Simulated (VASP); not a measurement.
# Os (P6_3/mmc) in VASP: a series of runs

Runs on Os. Level: r2SCAN. Tasks: single point.

Program: VASP 6.6.1. These are calculated values, not measurements. Logs are shortened: lines on timing, memory, paths and dates and some standing lists are left out, and cuts for length are marked.

**1. The cell of the first run**

Symmetry: P6_3/mmc, No. 194, hexagonal system. Conventional cell: a = 2.736 Å, b = 2.736 Å, c = 4.322 Å, α = 90.00°, β = 90.00°, γ = 120.00°. Within 3.5 Å of Os (site symmetry -6m2) lie 12 Os at 2.68 to 2.74 Å.

**2. Single point, r2SCAN**

Input file POSCAR:

```
Os
1.0
    2.7363086563      0.0000000000      0.0000000000
   -1.3681543282      2.3697128090      0.0000000000
    0.0000000000      0.0000000000      4.3224283917
Os
2
Direct
    0.3333333333      0.6666666667      0.2500000000
    0.6666666667      0.3333333333      0.7500000000
```

Input file INCAR.step1:

```
PREC = Accurate ; ENCUT = 520
ISMEAR = 0 ; SIGMA = 0.1
LREAL = F ; LASPH = T
NELM = 100 ; NBANDS = 15
GGA = PE ; ALGO = Normal
EDIFF = 1E-4 ; LWAVE = T
LCHARG = F
```

Input file INCAR.step2:

```
PREC = Accurate ; ENCUT = 520
EDIFF = 1E-7 ; ISMEAR = 0
SIGMA = 0.1 ; LREAL = F
LASPH = T ; NELM = 100
ALGO = Normal ; ISIF = 2
LWAVE = F ; LCHARG = F
METAGGA = R2SCAN ; LMIXTAU = T
NBANDS = 15 ; ISTART = 1
```

Input file KPOINTS:

```
Automatic mesh
0
Gamma
  18 18 10
```

Potentials or basis: VASP PAW PBE potentials, release 64 (Os).

On the command line:

```
$ cat potpaw_PBE.64/Os/POTCAR > POTCAR
$ cp INCAR.step1 INCAR
$ mpirun -np 1 vasp_std > vasp.out
$ cp INCAR.step2 INCAR
$ mpirun -np 1 vasp_std > vasp.out
```

OUTCAR:

```text
PREC = Accurate
   ENCUT = 520
   EDIFF = 1E-7
   ISMEAR = 0
   LREAL = F
   LASPH = T
   NELM = 100
   ISIF = 2
   METAGGA = R2SCAN
   ISTART = 1

 ion  position               nearest neighbor table
   1  0.333  0.667  0.250-   2 2.68   2 2.68   2 2.68   2 2.68   2 2.68   2 2.68
   2  0.667  0.333  0.750-   1 2.68   1 2.68   1 2.68   1 2.68   1 2.68   1 2.68

  LATTYP: Found a hexagonal cell.
 ALAT       =     2.7363086563
 C/A-ratio  =     1.5796567327

  Lattice vectors:

 A1 = (   2.7363086563,   0.0000000000,   0.0000000000)
 A2 = (  -1.3681543282,   2.3697128090,   0.0000000000)
 A3 = (   0.0000000000,   0.0000000000,   4.3224283917)

Analysis of symmetry for initial positions (statically):
=====================================================================
 Subroutine PRICEL returns:
 Original cell was already a primitive cell.

 Routine SETGRP: Setting up the symmetry group for a
 hexagonal supercell.

 Subroutine GETGRP returns: Found 24 space group operations
 (whereof 12 operations were pure point group operations)
 out of a pool of 24 trial point group operations.

The static configuration has the point symmetry D_3d.
 The point group associated with its full space group is D_6h.

Analysis of symmetry for dynamics (positions and initial velocities):
=====================================================================
 Subroutine PRICEL returns:
 Original cell was already a primitive cell.

 Routine SETGRP: Setting up the symmetry group for a
 hexagonal supercell.

 Subroutine GETGRP returns: Found 24 space group operations
 (whereof 12 operations were pure point group operations)
 out of a pool of 24 trial point group operations.

The dynamic configuration has the point symmetry D_3d.
 The point group associated with its full space group is D_6h.

 Subroutine INISYM returns: Found 24 space group operations
 (whereof 12 operations are pure point group operations),
 and found     1 'primitive' translations

----------------------------------------------------------------------------------------

                                     Primitive cell

  volume of cell :      28.0278

  direct lattice vectors                    reciprocal lattice vectors
     2.736308656  0.000000000  0.000000000     0.365455848  0.210996032  0.000000000
    -1.368154328  2.369712809  0.000000000     0.000000000  0.421992064  0.000000000
     0.000000000  0.000000000  4.322428392     0.000000000  0.000000000  0.231351432

  length of vectors
     2.736308656  2.736308656  4.322428392     0.421992064  0.421992064  0.231351432

  position of ions in fractional coordinates (direct lattice)
     0.333333333  0.666666667  0.250000000
     0.666666667  0.333333333  0.750000000

  ion indices of the primitive-cell ions
   primitive index   ion index
                 1           1
                 2           2

----------------------------------------------------------------------------------------

 KPOINTS: Automatic mesh

Automatic generation of k-mesh.
 Grid dimensions read from file:
 generate k-points for:   18   18   10

 Generating k-lattice:

  Cartesian coordinates                     Fractional coordinates (reciprocal lattice)
     0.020303103  0.011722002  0.000000000     0.055555556  0.000000000  0.000000000
     0.000000000  0.023444004  0.000000000     0.000000000  0.055555556  0.000000000
     0.000000000  0.000000000  0.023135143     0.000000000  0.000000000  0.100000000

  Length of vectors
     0.023444004  0.023444004  0.023135143

  Shift w.r.t. Gamma in fractional coordinates (k-lattice)
     0.000000000  0.000000000  0.000000000

 Subroutine IBZKPT returns following result:
 ===========================================

 Found    222 irreducible k-points:

 Following reciprocal coordinates:
            Coordinates               Weight
  0.000000  0.000000  0.000000      1.000000
  0.055556  0.000000  0.000000      6.000000
  0.111111  0.000000  0.000000      6.000000
  0.166667 -0.000000  0.000000      6.000000
  0.222222  0.000000  0.000000      6.000000
  0.277778 -0.000000  0.000000      6.000000
[... 16 lines left out ...]
  0.333333  0.111111  0.000000     12.000000
  0.388889  0.111111  0.000000     12.000000
 [... further k-points ...]
   k-points           NKPTS =    222   k-points in BZ     NKDIM =    222   number of bands    NBANDS=     15
   number of dos      NEDOS =    301   number of ions     NIONS =      2
   total plane-waves  NPLWV =  12800
   dimension x,y,z NGX =    20 NGY =   20 NGZ =   32
   dimension x,y,z NGXF=    40 NGYF=   40 NGZF=   64
   ions per type =               2
   NGX,Y,Z   is equivalent  to a cutoff of  12.15, 12.15, 12.31 a.u.
   NGXF,Y,Z  is equivalent  to a cutoff of  24.30, 24.30, 24.62 a.u.
 SYSTEM =  unknown system
   PREC   = accura    normal or accurate (medium, high low for compatibility)
   ISTART =      1    job   : 0-new  1-cont  2-samecut
   ICHARG =      0    charge: 1-file 2-atom 10-const
   ISPIN  =      1    spin polarized calculation?
   LNONCOLLINEAR =      F non collinear calculations
   LSORBIT =      F    spin-orbit coupling
   LASPH  =      T    aspherical Exc in radial PAW
   ENCUT  =  520.0 eV  38.22 Ry    6.18 a.u.   5.09  5.09  8.04*2*pi/ulx,y,z
   NELM   =    100;   NELMIN=  2; NELMDL=  0     # of ELM steps
   EDIFF  = 0.1E-06   stopping-criterion for ELM
   LREAL  =      F    real-space projection
   EDIFFG = 0.1E-05   stopping-criterion for IOM
   NSW    =      0    number of steps for IOM
   IBRION =     -1    ionic relax: 0-MD 1-quasi-New 2-CG
   NFREE  =      0    steps in history (QN), initial steepest desc. (CG)
   ISIF   =      2    stress and relaxation
   ISYM   =      2    0-nonsym 1-usesym 2-fastsym
   POTIM  = 0.5000    time-step for ionic-motion
   TEBEG  =    0.0;   TEEND  =   0.0 temperature during run
   PSTRESS=    0.0 pullay stress
   NELECT =      16.0000    total number of electrons
   NUPDOWN=      -1.0000    fix difference up-down
   EMIN   =  10.00;   EMAX   =-10.00  energy-range for DOS
   EFERMI =   0.00;   METHOD = LEGACY
   ISMEAR =     0;   SIGMA  =   0.10  broadening in eV -4-tet -1-fermi 0-gaus
   EFERMI_NEDOS =   21; number of points for ismear=-14 and -15
   IALGO  =     38    algorithm
   IMIX   =      4    mixing-type and parameters
     AMIX     =   0.40;   BMIX     =  1.00
     AMIX_MAG =   1.60;   BMIX_MAG =  1.00
  volume/ion in A,a.u.               =      14.01        94.57
  Fermi-wavevector in a.u.,A,eV,Ry     =   1.358059  2.566359 25.093553  1.844324
  Thomas-Fermi vector in A             =   2.484925
   LORBIT       =      0    0 simple, 1 ext, 2 COOP (PROOUT), +10 PAW based schemes
   METAGGA = R2SCAN    functional components
   LHFCALC =     F    Hartree Fock is set to
   AEXX    =    0.0000 exact exchange contribution
   IVDW    =     0    specifies the selected vdW correction
   LEPSILON=     F    determine dielectric tensor
   LRPA    =     F    only Hartree local field effects (RPA)
 non-spin polarized calculation
 Gauss-broadening in eV      SIGMA  =   0.10
  energy-cutoff  :      520.00
  volume of cell :       28.03
 maximum number of plane-waves:       774
   NGX = 11   NGY = 11   NGZ = 17

 number of electron      15.9999999 magnetization

 Free energy of the ion-electron system (eV)
  ---------------------------------------------------
  ext. energy  EPLUGINS =         0.00000000
  ---------------------------------------------------
  free energy    TOTEN  =      -106.00680452 eV

  energy without entropy =     -105.99951030  energy(sigma->0) =     -106.00315741

 E-fermi :   9.2349     XC(G=0): -15.3794

 val. band max:        9.2237056377   @ k =   0.2222   0.0556   0.3000
 cond. band min:       9.2383835863   @ k =   0.2778  -0.0000   0.1000
 fundamental gap:      0.0146779485
 Fermi energy:         9.2349366109

 k-point     1 :       0.0000    0.0000    0.0000
  band No.  band energies     occupation
      1      -2.1826      2.00000
      2       1.1144      2.00000
      3       6.0681      2.00000
      4       6.0681      2.00000
      5       6.3359      2.00000
      6       6.9331      2.00000
      7       6.9331      2.00000
      8       7.5972      2.00000
      9       7.5972      2.00000
     10       9.2445      0.89188
     11      10.9804      0.00000
     12      10.9804      0.00000
     13      18.7806      0.00000
     14      24.0153      0.00000
     15      26.8155      0.00000

 k-point     2 :       0.0556    0.0000    0.0000
  band No.  band energies     occupation
      1      -2.0515      2.00000
      2       1.2310      2.00000
      3       5.7661      2.00000
      4       6.1828      2.00000
      5       6.6013      2.00000
      6       6.8540      2.00000
      7       7.0401      2.00000
      8       7.4415      2.00000
      9       7.5040      2.00000
     10       8.6159      2.00000
     11      11.0447      0.00000
     12      11.7987      0.00000
     13      18.7706      0.00000
     14      24.2852      0.00000
     15      26.9867      0.00000

 k-point     3 :       0.1111    0.0000    0.0000
  band No.  band energies     occupation
      1      -1.6689      2.00000
      2       1.5575      2.00000
      3       5.3228      2.00000
      4       6.5224      2.00000
      5       6.6115      2.00000
      6       6.8128      2.00000
      7       7.0131      2.00000
      8       7.2569      2.00000
      9       7.3558      2.00000
     10       7.9481      2.00000
     11      11.2079      0.00000
     12      13.2052      0.00000
     13      18.7216      0.00000
     14      25.0159      0.00000
     15      27.4356      0.00000
[... 343 lines left out ...]
 k-point    23 :       0.3333    0.1111    0.0000
  band No.  band energies     occupation
      1       1.9726      2.00000
      2       2.3726      2.00000
      3       2.8853      2.00000
      4       5.0838      2.00000
      5       5.5220      2.00000
      6       6.6606      2.00000
      7       6.8969      2.00000
      8      10.0351      0.00000
      9      10.8598      0.00000
     10      11.7795      0.00000
     11      12.2357      0.00000
     12      18.2045      0.00000
     13      18.7346      0.00000
     14      21.0792      0.00000
     15      21.3751      0.00000

 k-point    24 :       0.3889    0.1111    0.0000
  band No.  band energies     occupation
      1       2.1328      2.00000
      2       2.2461      2.00000
      3       2.6084      2.00000
      4       5.4674      2.00000
      5       5.5570      2.00000
      6       6.4785      2.00000
      7       7.2332      2.00000
      8      10.8765      0.00000
      9      11.3241      0.00000
     10      11.8096      0.00000
     11      13.2950      0.00000
     12      16.4942      0.00000
     13      19.1564      0.00000
     14      20.2943      0.00000
     15      21.9984      0.00000

 [... further k-points ...]

------------------------ aborting loop because EDIFF is reached ----------------------------------------

  FORCE on cell =-STRESS in cart. coord.  units (eV):
  Direction    XX          YY          ZZ          XY          YZ          ZX
  --------------------------------------------------------------------------------------
  -------------------------------------------------------------------------------------
  Total        0.1726858      0.1726858      0.1765771     -0.0000000      0.0000000      0.0000000
  in kB        9.8713977      9.8713977     10.0938369     -0.0000000      0.0000000      0.0000000
  external PRESSURE =       9.9455441 kB  Pullay stress =       0.0000000 kB

 VOLUME and BASIS-vectors are now :
 -----------------------------------------------------------------------------
  energy-cutoff  :      520.00
  volume of cell :       28.03
      direct lattice vectors                 reciprocal lattice vectors
     2.736308656  0.000000000  0.000000000     0.365455848  0.210996032  0.000000000
    -1.368154328  2.369712809  0.000000000     0.000000000  0.421992064  0.000000000
     0.000000000  0.000000000  4.322428392     0.000000000  0.000000000  0.231351432

 POSITION                                       TOTAL-FORCE (eV/Angst)
 -----------------------------------------------------------------------------------
     -0.00000      1.57981      1.08061         0.000000     -0.000000      0.000000
      1.36815      0.78990      3.24182         0.000000      0.000000      0.000000
 -----------------------------------------------------------------------------------
    total drift:                               -0.000000      0.000000     -0.000000

  FREE ENERGIE OF THE ION-ELECTRON SYSTEM (eV)
  ---------------------------------------------------
  free  energy   TOTEN  =      -106.0068045204 eV

  energy  without entropy=     -105.9995103039  energy(sigma->0) =     -106.00315741
```

Wall time 6.9 min (1 thread of Oxide Virtual Turin-like, shared host); peak memory 0.17 GiB.

What came out:

```
Free energy            : -106.0068 eV
Pressure               : 1.0 GPa
Band gap on the k mesh : zero (bands 8 and 9 overlap by 4.07 eV)
```

Caveat: the PAW data sets were made with another functional, which shifts forces and pressure a little; spin-orbit coupling is left out, which moves the levels of the heavy elements.

(Continued in part 2 of 2.)
